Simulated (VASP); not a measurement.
Set up this calculation in VASP 6.6.1, as the native input.

* Task: single point
* Functional: HSE06
* Potentials or basis: VASP PAW PBE potentials, release 64 (V_sv)
* Cutoff: 520 eV
* k mesh: 6 × 6 × 6
* Occupations: fermi-dirac, width 0.1 eV
* Spin: no spin polarisation
* Dipole correction: no
* Grid for exact exchange (PRECFOCK): Normal
* Further INCAR settings: ALGO = Normal; EDIFF = 1e-06; NBANDS = 12
* Share of exact exchange: 0.25
* Screening parameter: 0.2079 1/Å

Crystal: V.

```xyz
1
Lattice="-1.4540 1.4540 1.4540 1.4540 -1.4540 1.4540 1.4540 1.4540 -1.4540" Properties=species:S:1:pos:R:3 pbc="T T T"
V     0.0000    0.0000    0.0000
```

One way to write it, as run:

POSCAR

```
V
1.0
   -1.4540202952      1.4540202952      1.4540202952
    1.4540202952     -1.4540202952      1.4540202952
    1.4540202952      1.4540202952     -1.4540202952
V
1
Direct
    0.0000000000      0.0000000000      0.0000000000
```

INCAR.step1

```
SYSTEM = V
PREC     = Accurate       ! precision mode
ENCUT    = 520            ! plane-wave cutoff, eV
EDIFF    = 1E-5           ! SCF threshold, eV
ISMEAR   = -1             ! smearing method
SIGMA    = 0.1            ! smearing width, eV
LREAL    = .False.        ! projectors in reciprocal space
LASPH    = .True.         ! aspherical terms in the spheres
NELM     = 100            ! most SCF steps
ALGO     = Normal         ! electronic algorithm
ISIF     = 2              ! what is computed and relaxed
LWAVE    = .True.         ! write WAVECAR
LCHARG   = .False.        ! write CHGCAR
GGA      = PE             ! functional
NBANDS   = 12             ! bands
```

INCAR.step2

```
SYSTEM = V
PREC     = Accurate       ! precision mode
ENCUT    = 520            ! plane-wave cutoff, eV
EDIFF    = 1E-6           ! SCF threshold, eV
ISMEAR   = -1             ! smearing method
SIGMA    = 0.1            ! smearing width, eV
LREAL    = .False.        ! projectors in reciprocal space
LASPH    = .True.         ! aspherical terms in the spheres
NELM     = 100            ! most SCF steps
ALGO     = Normal         ! electronic algorithm
ISIF     = 2              ! what is computed and relaxed
LWAVE    = .False.        ! write WAVECAR
LCHARG   = .False.        ! write CHGCAR
GGA      = PE             ! functional
LHFCALC  = .True.         ! exact exchange
HFSCREEN = 0.2079         ! screening, 1/A
PRECFOCK = Normal       
ISTART   = 1            
NBANDS   = 12             ! bands
```

KPOINTS

```
Automatic mesh
0
Gamma
  6 6 6
  0 0 0
```

Potentials or basis: VASP PAW PBE potentials, release 64 (V_sv).

Command:

```bash
$ cat potpaw_PBE.64/V_sv/POTCAR > POTCAR
$ cp INCAR.step1 INCAR
$ mpirun -np 1 vasp_std > vasp.out
$ cp INCAR.step2 INCAR
$ mpirun -np 1 vasp_std > vasp.out
```

Results of the run:

```yaml
Pressure: 17.4 GPa
Band_gap_on_the_k_mesh: zero (an odd number of electrons rules out a gap without spin polarisation)
```

Caveat: the k points lie up to 0.51 Å⁻¹ apart, too coarse for converged energies and pressures of a metal; the PAW data sets were made with another functional, which shifts forces and pressure a little.

It took 8.4 min on 1 thread of Intel(R) Xeon(R) Platinum 8259CL CPU @ 2.50GHz (Skylake/Cascade Lake) (shared host), peak memory 0.23 GiB.
